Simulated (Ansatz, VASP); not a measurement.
One calculation of SiC5, two programs

```xyz
6
Lattice="4.1893 0.0000 0.0000 0.0000 4.1893 0.0000 0.0000 0.0000 2.9105" Properties=species:S:1:pos:R:3 pbc="T T T"
Si    2.0947    2.0947    0.0000
C     3.4096    3.4096    1.4553
C     0.7798    0.7798    1.4553
C     0.7798    3.4096    1.4553
C     3.4096    0.7798    1.4553
C     0.0000    0.0000    0.0000
```

Alike in both runs: functional PBE; k mesh 10 × 10 × 12; occupations gaussian, width 0.1 eV; no spin polarisation.

Ansatz relaxed the structure, and its values are those at the end. VASP's run is a single point on that final structure, the one shown.

```csv
,VASP,Ansatz
version,VASP 6.6.1,Ansatz 0.2.0
potentials or method,"VASP PAW PBE potentials, release 64 (Si, C), cutoff 520 eV","scalar-relativistic, plane waves, PAW"
valence electrons in the cell,24,24
```

|  | VASP | Ansatz | Ansatz less VASP |
| --- | --- | --- | --- |
| gap on the k mesh at the Fermi level (eV) | none | none | - |
| pressure (GPa) | 0.4 | 0.0 | -0.35 |
| rms of the force components (eV/Å) | 0.034 | 0.000 | -0.0335 |

A gap of «none» marks a metal or a gap that the smearing closes. With one functional, cell and mesh, what is left measures potentials, basis and numerics.
